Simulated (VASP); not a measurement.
Input of a VASP 6.6.1 run:

The input INCAR:

```
SYSTEM = Y
PREC = Accurate
ENCUT = 500
EDIFF = 1E-6
ISMEAR = 1
SIGMA = 0.05
LREAL = .FALSE.
LASPH = .TRUE.
NELM = 120
ALGO = Normal
ISIF = 2
LWAVE = .FALSE.
LCHARG = .FALSE.
NBANDS = 12
GGA_COMPAT = .FALSE.
```

File KPOINTS:

```
Automatic mesh
0
G
  16 16 16
  0 0 0
```

The input POSCAR:

```
Y
1.0
    0.0000000000      2.2706024580      2.2706024580
    2.2706024580      0.0000000000      2.2706024580
    2.2706024580      2.2706024580      0.0000000000
Y
1
Direct
    0.0000000000      0.0000000000      0.0000000000
```

Potentials or basis: VASP PAW LDA potentials, release 64 (Y_sv).

Launch:

```console
$ cat potpaw_LDA.64/Y_sv/POTCAR > POTCAR
$ mpirun -np 1 vasp_std > vasp.out
```

**Question.** Estimate the band gap on the k mesh.

**Answer.** Zero (an odd number of electrons rules out a gap without spin polarisation).

**Question.** What does it give for the pressure?

**Answer.** 14.7 GPa.

Caveat: the cell stands under pressure.
